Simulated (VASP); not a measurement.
A run of VASP 6.6.1 is set up as follows.

The input INCAR:

```
PREC     = Accurate       # precision mode
ENCUT    = 520            # plane-wave cutoff, eV
EDIFF    = 1E-6           # SCF threshold, eV
ISMEAR   = -1             # smearing method
SIGMA    = 0.08           # smearing width, eV
LREAL    = F              # projectors in reciprocal space
LASPH    = T              # aspherical terms in the spheres
NELM     = 100            # most SCF steps
ALGO     = Normal         # electronic algorithm
ISIF     = 2              # what is computed and relaxed
LWAVE    = F              # write WAVECAR
LCHARG   = F              # write CHGCAR
GGA      = PE             # functional
NBANDS   = 21             # bands
```

The input KPOINTS:

```
Automatic mesh
0
Gamma
  7 7 4
```

File POSCAR:

```
Pb
1.0
    3.4800006906      0.0000000000      0.0000000000
   -1.7400003453      3.0137690032      0.0000000000
    0.0000000000      0.0000000000      5.5900000000
Pb
2
Direct
    0.3333333333      0.6666666667      0.2500000000
    0.6666666667      0.3333333333      0.7500000000
```

Potentials or basis: VASP PAW PBE potentials, release 64 (Pb_d).

Command:

```sh
$ cat potpaw_PBE.64/Pb_d/POTCAR > POTCAR
$ mpirun -np 1 vasp_std > vasp.out
```

Estimate the pressure.

3.8 GPa.

Estimate the band gap on the k mesh.

zero (bands 14 and 15 overlap by 6.54 eV).

Stress tensor (GPa, compression positive):
```
3.97 0.00 0.00
0.00 3.97 0.00
0.00 0.00 3.45
```

Caveat: the cell stands under pressure; spin-orbit coupling is left out, which moves the levels of the heavy elements.
